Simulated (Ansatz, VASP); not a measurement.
## One calculation of Si, two programs

Contents of INCAR:

```
SYSTEM = Si
ALGO     = Normal         ! electronic algorithm
DIPOL    = 0.5 0.5 0.383
EDIFF    = 1E-6           ! SCF threshold, eV
ENCUT    = 520            ! plane-wave cutoff, eV
GGA      = PE             ! functional
IDIPOL   = 3            
ISIF     = 2              ! what is computed and relaxed
ISMEAR   = 0              ! smearing method
IVDW     = 12             ! dispersion correction
LASPH    = .True.         ! aspherical terms in the spheres
LCHARG   = .False.        ! write CHGCAR
LDIPOL   = .True.       
LREAL    = .False.        ! projectors in reciprocal space
LWAVE    = .False.        ! write WAVECAR
NBANDS   = 16             ! bands
NELM     = 100            ! most SCF steps
PREC     = Accurate       ! precision mode
SIGMA    = 0.1            ! smearing width, eV
```

Contents of KPOINTS:

```
k-points
0
Gamma
  9 9 1
  0 0 0
```

Contents of POSCAR:

```
Si
1.0
    3.8475254770      0.0000000000      0.0000000000
   -1.9237627385      3.3320548047      0.0000000000
    0.0000000000      0.0000000000     18.4415958116
Si
4
Direct
    0.3333333333      0.6666666667      0.2695427205
    0.6666666667      0.3333333333      0.2440135900
    0.5000000000      1.3333333333      0.5228178684
    0.8333333333      1.0000000000      0.4972887379
```

Input for Ansatz:

```yaml
crystal:
  lattice:
    - [3.847525477, 0.0, 0.0]
    - [-1.9237627385, 3.3320548047, 0.0]
    - [0.0, 0.0, 18.4415958116]
  atoms:
    - { symbol: Si, position: [0.3333333333, 0.6666666667, 0.2695427205] }
    - { symbol: Si, position: [0.6666666667, 0.3333333333, 0.24401359] }
    - { symbol: Si, position: [0.5, 1.3333333333, 0.5228178684] }
    - { symbol: Si, position: [0.8333333333, 1.0, 0.4972887379] }
basis:
  ecutwfc: 420
kpoints:
  mp_grid: { grid: [9, 9, 1] }
hamiltonian:
  xc: pbe
  pseudopotentials: { kind: paw, azcp: { folder: soft_1 } }
  dispersion: d3bj
scf:
  occupations: { method: gaussian, width: 0.1 }
output:
  forces: true
  eigenvalues: true
efield:
  axis: 3
  dipole_correction: true
  ramp_width: 0.04
```

Alike in both runs: task single point; functional PBE; dispersion D3(BJ); k mesh 9 × 9 × 1; occupations gaussian, width 0.1 eV; no spin polarisation.

```csv
,VASP,Ansatz
version,VASP 6.6.1,Ansatz 0.2.0
potentials or method,"VASP PAW PBE potentials, release 64 (Si), cutoff 520 eV","scalar-relativistic, plane waves, PAW"
valence electrons in the cell,16,16
```

|  | VASP | Ansatz | Ansatz less VASP |
| --- | --- | --- | --- |
| gap on the k mesh at the Fermi level (eV) | 0.21 | 0.21 | 0.000 |
| least direct gap on the mesh (eV) | 0.21 | 0.21 | 0.000 |
| rms of the force components (eV/Å) | 0.051 | 0.052 | +0.0010 |

Atom by atom the forces differ by 0.003 eV/Å (rms over components).
